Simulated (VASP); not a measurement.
Ga7As: relaxation of cell and atoms with PBE

Ga7As:

```
Ga As
1.0
     6.47205    0.00000    0.00000
    -3.23602    5.60496    0.00000
     0.00000    0.00000    5.15867
Ga As
7 1
Direct
  0.49963 0.99926 0.00000
  0.49963 0.50037 0.00000
  0.00074 0.50037 0.00000
  0.33925 0.16963 0.50000
  0.83037 0.16963 0.50000
  0.83037 0.66075 0.50000
  0.33333 0.66667 0.50000
  0.00000 0.00000 0.00000
```

```json
{
  "Program": "VASP 6.6.1",
  "Task": "relaxation of cell and atoms",
  "Functional": "PBE",
  "Potentials or basis": "VASP PAW PBE potentials, release 64 (Ga_d, As)",
  "Cutoff": "600 eV",
  "k mesh": "3 × 3 × 3",
  "Occupations": "gaussian, width 0.2 eV",
  "Spin": "no spin polarisation",
  "Dipole correction": "no",
  "Further INCAR settings": "ALGO = Normal; EDIFF = 1e-06; IBRION = 2; EDIFFG = -0.08; NSW = 36; ISIF = 3"
}
```

- Relaxed volume: 19.42 Å³/atom
- Relaxed cell: a = 6.088 Å, b = 6.088 Å, c = 4.840 Å, α = 90.00°, β = 90.00°, γ = 120.00°
- Space group after relaxing (to 0.05 Å): P-6m2 (No. 187)
- Energy gained by relaxing: 82.3 meV/atom
- Ionic steps: 6
- Pressure after relaxing: 0.2 GPa
- Largest force after relaxing: 0.064 eV/Å
- Band gap on the k mesh: zero (band 48 reaches 5.84 eV, above the bottom of band 49 at 3.31 eV)

Forces in eV/Å, atoms in the order of the input:
```
Ga   0.000 -0.064  0.000
Ga  -0.055  0.032  0.000
Ga   0.055  0.032  0.000
Ga   0.042  0.024  0.000
Ga  -0.042  0.024  0.000
Ga   0.000 -0.048  0.000
Ga   0.000  0.000  0.000
As   0.000  0.000  0.000
```

Stress tensor (GPa, compression positive):
```
 0.51  0.00  0.00
 0.00  0.51  0.00
 0.00  0.00 -0.55
```

Step by step:
```
step  energy change (eV)  largest force (eV/Å)  pressure (GPa)  volume (Å³)
   1              0.0000                0.1403           -5.43       187.13
   2             -0.5465                0.1939           -2.51       166.47
   3             -0.6313                0.2148           -0.03       156.68
   4             -0.6455                0.1731           -0.01       156.26
   5             -0.6577                0.0887            0.13       155.54
   6             -0.6582                0.0641            0.15       155.35
```

Final structure:
```
Ga As
1.0
     6.08752    0.00000    0.00000
    -3.04376    5.27195    0.00000
     0.00000    0.00000    4.84048
Ga As
7 1
Cartesian
  0.0000 5.2220 0.0000
  1.4786 2.6609 0.0000
  -1.4786 2.6609 0.0000
  1.5792 0.9118 2.4202
  4.5083 0.9118 2.4202
  3.0438 3.4484 2.4202
  0.0000 3.5146 2.4202
  -3.0438 5.2720 0.0000
```

Levels at points of the mesh, in eV from the Fermi level:
```tsv
k point	band 46	band 47	band 48	band 49	band 50	band 51
(0.00, 0.00, 0.00)	-0.55	-0.39	-0.39	0.49	0.49	0.59
```

It took 3.9 min on 1 thread of Intel(R) Xeon(R) 6975P-C (Granite Rapids), with other jobs on the host, peak memory 0.38 GiB.

Caveat: the k points lie up to 0.43 Å⁻¹ apart in the final cell; the volume moved by over 15 % at a fixed basis, so the end points are rough; the relaxation stopped at a loose force limit of 0.08 eV/Å, so its end isn't a converged minimum.
